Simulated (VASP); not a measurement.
# MgO (Pm-3m) in VASP: notebook

The runs below take MgO through single point, with r2SCAN.

All numbers are computed with VASP 6.6.1; they aren't measurements. Logs are shortened: lines on timing, memory, paths and dates and some standing lists are left out, and cuts for length are marked.

## (1) The cell of the first run

It takes space group Pm-3m (No. 221, cubic). Conventional cell: a = 2.622 Å, b = 2.622 Å, c = 2.622 Å, α = 90.00°, β = 90.00°, γ = 90.00°. Mg (site symmetry m-3m) has 8 O at 2.27 Å and 6 Mg at 2.62 Å within 3.0 Å. O (site symmetry m-3m) has 8 Mg at 2.27 Å and 6 O at 2.62 Å within 3.0 Å.

## (2) Single point, r2SCAN

POSCAR

```
MgO
1.0
    2.6223259631      0.0000000000      0.0000000000
    0.0000000000      2.6223259631      0.0000000000
    0.0000000000      0.0000000000      2.6223259631
Mg O
1 1
Direct
    0.0000000000      0.0000000000      0.0000000000
    0.5000000000      0.5000000000      0.5000000000
```

INCAR.step1

```
  ALGO = Normal
  EDIFF = 1E-5
  ENCUT = 920
  GGA = PE
  GGA_COMPAT = False
  ISMEAR = 0
  LASPH = True
  LCHARG = False
  LREAL = False
  LWAVE = True
  NBANDS = 15
  NELM = 120
  PREC = Accurate
  SIGMA = 0.1
```

INCAR.step2

```
  ALGO = Normal
  EDIFF = 1E-6
  ENCUT = 920
  GGA_COMPAT = False
  ISIF = 2
  ISMEAR = 0
  ISTART = 1
  LASPH = True
  LCHARG = True
  LELF = True
  LMIXTAU = True
  LREAL = False
  LVHAR = True
  LWAVE = False
  METAGGA = R2SCAN
  NBANDS = 15
  NELM = 120
  PREC = Accurate
  SIGMA = 0.1
```

KPOINTS

```
k-points
0
Gamma
  6 6 6
```

Potentials or basis: VASP PAW PBE potentials, release 64 (Mg_sv, O).

The run is started by

```console
> cat potpaw_PBE.64/Mg_sv/POTCAR potpaw_PBE.64/O/POTCAR > POTCAR
> cp INCAR.step1 INCAR
> mpirun -np 1 vasp_std > vasp.out
> cp INCAR.step2 INCAR
> mpirun -np 1 vasp_std > vasp.out
```

OUTCAR:

```text
EDIFF = 1E-6
   ENCUT = 920
   ISIF = 2
   ISMEAR = 0
   ISTART = 1
   LASPH = True
   LREAL = False
   METAGGA = R2SCAN
   NELM = 120
   PREC = Accurate

 ion  position               nearest neighbor table
   1  0.000  0.000  0.000-
   2  0.500  0.500  0.500-

  LATTYP: Found a simple cubic cell.
 ALAT       =     2.6223259631

  Lattice vectors:

 A1 = (   2.6223259631,   0.0000000000,   0.0000000000)
 A2 = (   0.0000000000,   2.6223259631,   0.0000000000)
 A3 = (   0.0000000000,   0.0000000000,   2.6223259631)

Analysis of symmetry for initial positions (statically):
=====================================================================
 Subroutine PRICEL returns:
 Original cell was already a primitive cell.

 Routine SETGRP: Setting up the symmetry group for a
 simple cubic supercell.

 Subroutine GETGRP returns: Found 48 space group operations
 (whereof 48 operations were pure point group operations)
 out of a pool of 48 trial point group operations.

The static configuration has the point symmetry O_h .

Analysis of symmetry for dynamics (positions and initial velocities):
=====================================================================
 Subroutine PRICEL returns:
 Original cell was already a primitive cell.

 Routine SETGRP: Setting up the symmetry group for a
 simple cubic supercell.

 Subroutine GETGRP returns: Found 48 space group operations
 (whereof 48 operations were pure point group operations)
 out of a pool of 48 trial point group operations.

The dynamic configuration has the point symmetry O_h .

 Subroutine INISYM returns: Found 48 space group operations
 (whereof 48 operations are pure point group operations),
 and found     1 'primitive' translations

----------------------------------------------------------------------------------------

                                     Primitive cell

  volume of cell :      18.0327

  direct lattice vectors                    reciprocal lattice vectors
     2.622325963  0.000000000  0.000000000     0.381340846  0.000000000  0.000000000
     0.000000000  2.622325963  0.000000000     0.000000000  0.381340846  0.000000000
     0.000000000  0.000000000  2.622325963     0.000000000  0.000000000  0.381340846

  length of vectors
     2.622325963  2.622325963  2.622325963     0.381340846  0.381340846  0.381340846

[... 82 lines left out ...]
   ISYM   =      2    0-nonsym 1-usesym 2-fastsym
   POTIM  = 0.5000    time-step for ionic-motion
   TEBEG  =    0.0;   TEEND  =   0.0 temperature during run
   PSTRESS=    0.0 pullay stress
   NELECT =      16.0000    total number of electrons
   NUPDOWN=      -1.0000    fix difference up-down
   EMIN   =  10.00;   EMAX   =-10.00  energy-range for DOS
   EFERMI =   0.00;   METHOD = LEGACY
   ISMEAR =     0;   SIGMA  =   0.10  broadening in eV -4-tet -1-fermi 0-gaus
   EFERMI_NEDOS =   21; number of points for ismear=-14 and -15
   IALGO  =     38    algorithm
   IMIX   =      4    mixing-type and parameters
     AMIX     =   0.40;   BMIX     =  1.00
     AMIX_MAG =   1.60;   BMIX_MAG =  1.00
  volume/ion in A,a.u.               =       9.02        60.85
  Fermi-wavevector in a.u.,A,eV,Ry     =   1.573119  2.972763 33.670369  2.474702
  Thomas-Fermi vector in A             =   2.674451
   LORBIT       =      0    0 simple, 1 ext, 2 COOP (PROOUT), +10 PAW based schemes
   METAGGA = R2SCAN    functional components
   LHFCALC =     F    Hartree Fock is set to
   AEXX    =    0.0000 exact exchange contribution
   IVDW    =     0    specifies the selected vdW correction
   LEPSILON=     F    determine dielectric tensor
   LRPA    =     F    only Hartree local field effects (RPA)
 non-spin polarized calculation
 Gauss-broadening in eV      SIGMA  =   0.10
  energy-cutoff  :      920.00
  volume of cell :       18.03
 maximum number of plane-waves:      1189
 NGX is ok and might be reduce to    28
   NGX = 13   NGY = 13   NGZ = 13

 number of electron      15.9999996 magnetization

 Free energy of the ion-electron system (eV)
  ---------------------------------------------------
  ext. energy  EPLUGINS =         0.00000000
  ---------------------------------------------------
  free energy    TOTEN  =       -14.53822834 eV

  energy without entropy =      -14.53822834  energy(sigma->0) =      -14.53822834

 E-fermi :   5.0282     XC(G=0): -12.3552

 val. band max:        4.5515869666   @ k =   0.5000   0.5000   0.0000
 cond. band min:       8.0777433890   @ k =   0.0000   0.0000   0.0000
 fundamental gap:      3.5261564224
 Fermi energy:         5.0281919108

 k-point     1 :       0.0000    0.0000    0.0000
  band No.  band energies     occupation
      1     -73.0622      2.00000
      2     -38.1149      2.00000
      3     -38.1149      2.00000
      4     -38.1149      2.00000
      5     -15.0267      2.00000
      6       3.4960      2.00000
      7       3.4960      2.00000
      8       3.4960      2.00000
      9       8.0777      0.00000
     10      16.0409      0.00000
     11      16.0409      0.00000
     12      26.6074      0.00000
     13      26.6074      0.00000
     14      26.6074      0.00000
[... 329 lines left out ...]
      2     -38.2067      2.00000
      3     -38.2067      2.00000
      4     -38.2067      2.00000
      5     -12.0580      2.00000
      6       0.7573      2.00000
      7       0.7573      2.00000
      8       0.7573      2.00000
      9      13.0344      0.00000
     10      13.0344      0.00000
     11      13.0344      0.00000
     12      22.7411      0.00000
     13      25.0072      0.00000
     14      25.0072      0.00000
     15      25.0072      0.00000

------------------------ aborting loop because EDIFF is reached ----------------------------------------

  FORCE on cell =-STRESS in cart. coord.  units (eV):
  Direction    XX          YY          ZZ          XY          YZ          ZX
  --------------------------------------------------------------------------------------
  -------------------------------------------------------------------------------------
  Total        0.0954726      0.0954726      0.0954726     -0.0000000     -0.0000000     -0.0000000
  in kB        8.4826079      8.4826079      8.4826079     -0.0000000     -0.0000000     -0.0000000
  external PRESSURE =       8.4826079 kB  Pullay stress =       0.0000000 kB

 VOLUME and BASIS-vectors are now :
 -----------------------------------------------------------------------------
  energy-cutoff  :      920.00
  volume of cell :       18.03
      direct lattice vectors                 reciprocal lattice vectors
     2.622325963  0.000000000  0.000000000     0.381340846  0.000000000  0.000000000
     0.000000000  2.622325963  0.000000000     0.000000000  0.381340846  0.000000000
     0.000000000  0.000000000  2.622325963     0.000000000  0.000000000  0.381340846

 POSITION                                       TOTAL-FORCE (eV/Angst)
 -----------------------------------------------------------------------------------
      0.00000      0.00000      0.00000         0.000000      0.000000      0.000000
      1.31116      1.31116      1.31116         0.000000      0.000000      0.000000
 -----------------------------------------------------------------------------------
    total drift:                               -0.000000      0.000000      0.000000

  FREE ENERGIE OF THE ION-ELECTRON SYSTEM (eV)
  ---------------------------------------------------
  free  energy   TOTEN  =       -14.5382283353 eV

  energy  without entropy=      -14.5382283353  energy(sigma->0) =      -14.53822834
```

It took 25 s on 1 thread of Intel Xeon 6975P-C (Granite Rapids), shared host; peak memory 0.16 GiB.

What came out:

```yaml
Free_energy: -14.5382 eV
Pressure: 0.8 GPa
Band_gap_on_the_k_mesh: 3.53 eV (least direct gap 4.58 eV)
```

Caveat: the PAW data sets were made with another functional, which shifts forces and pressure a little. A k mesh can miss the band edges.

## (3) Single point, r2SCAN

This run uses another cell than the first one, of 9.35 Å³/atom.

POSCAR

```
MgO
1.0
    2.6546370080      0.0000000000      0.0000000000
    0.0000000000      2.6546370080      0.0000000000
    0.0000000000      0.0000000000      2.6546370080
Mg O
1 1
Direct
    0.0000000000      0.0000000000      0.0000000000
    0.5000000000      0.5000000000      0.5000000000
```

INCAR.step1

```
SYSTEM = MgO
ALGO = Normal ; EDIFF = 1E-5
ENCUT = 920 ; GGA = PE
GGA_COMPAT = .False. ; ISMEAR = 0
LASPH = .True. ; LCHARG = .False.
LREAL = .False. ; LWAVE = .True.
NBANDS = 15 ; NELM = 120
PREC = Accurate ; SIGMA = 0.1
```

INCAR.step2

```
SYSTEM = MgO
ALGO = Normal ; EDIFF = 1E-6
ENCUT = 920 ; GGA_COMPAT = .False.
ISIF = 2 ; ISMEAR = 0
ISTART = 1 ; LASPH = .True.
LCHARG = .False. ; LMIXTAU = .True.
LREAL = .False. ; LWAVE = .False.
METAGGA = R2SCAN ; NBANDS = 15
NELM = 120 ; PREC = Accurate
SIGMA = 0.1
```

KPOINTS

```
k-points
0
Gamma
  6 6 6
  0 0 0
```

Potentials or basis: VASP PAW PBE potentials, release 64 (Mg_sv, O).

The run is started by

```console
> cat potpaw_PBE.64/Mg_sv/POTCAR potpaw_PBE.64/O/POTCAR > POTCAR
> cp INCAR.step1 INCAR
> mpirun -np 1 vasp_std > vasp.out
> cp INCAR.step2 INCAR
> mpirun -np 1 vasp_std > vasp.out
```

It took 23 s on 1 thread of Intel Xeon 6975P-C (Granite Rapids), shared host; peak memory 0.16 GiB.

It converged, with:

```yaml
Free_energy: -14.5302 eV
Pressure: -4.9 GPa
Band_gap_on_the_k_mesh: 3.18 eV (least direct gap 4.20 eV)
```

Levels at points of the mesh, in eV from the valence-band top:
```csv
k point,band 4,band 5,band 6,band 7,band 8,band 9,band 10,band 11,band 12,band 13
"(0.00, 0.00, 0.00)",-42.74,-19.33,-1.01,-1.01,-1.01,3.18,11.41,11.41,21.43,21.43
"(0.50, 0.00, 0.00)",-42.73,-18.18,-6.37,-0.56,-0.56,7.75,10.31,15.64,18.34,18.96
"(0.50, 0.50, 0.00)",-42.72,-17.37,-4.65,-4.65,0.00,5.82,13.13,13.13,14.17,20.26
"(0.50, 0.50, 0.50)",-42.82,-16.57,-3.62,-3.62,-3.62,8.31,8.31,8.31,17.51,19.96
```

Caveat: the cell stands under tension; the PAW data sets were made with another functional, which shifts forces and pressure a little. A k mesh can miss the band edges.
